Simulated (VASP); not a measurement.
A run of VASP 6.6.1:

The input INCAR:

```
SYSTEM = NaW
  PREC = Accurate
  ENCUT = 600
  EDIFF = 1E-6
  ISMEAR = 0
  SIGMA = 0.1
  LREAL = .False.
  LASPH = .True.
  NELM = 60
  ALGO = Fast
  ISIF = 3
  LWAVE = .False.
  LCHARG = .False.
  GGA = PE
  IBRION = 2
  NSW = 100
  EDIFFG = -0.01
```

The input KPOINTS:

```
Automatic mesh
0
Gamma
  20 20 10
  0 0 0
```

File POSCAR:

```
NaW
1.0
    2.6224816945      0.0000000000      0.0000000000
    0.0000000000      2.6224816945      0.0000000000
    0.0000000000      0.0000000000      5.5655817638
Na W
1 1
Direct
    0.5000000000      0.5000000000      0.5000000000
    0.0000000000      0.0000000000      0.0000000000
```

Potentials or basis: VASP PAW PBE potentials, release 64 (Na_pv, W_sv).

The run is started by

```bash
$ cat potpaw_PBE.64/Na_pv/POTCAR potpaw_PBE.64/W_sv/POTCAR > POTCAR
$ mpirun -np 1 vasp_std > vasp.out
```

Hardware: 1 thread of Intel Xeon 8259CL (shared host).

Problem. How long does it take, and how much memory?

Solution. It took 8.9 min on 1 thread of Intel Xeon 8259CL, on a shared host, peak memory 0.4 GiB. Counts: scf iterations 27, k points 396, ion steps 3.
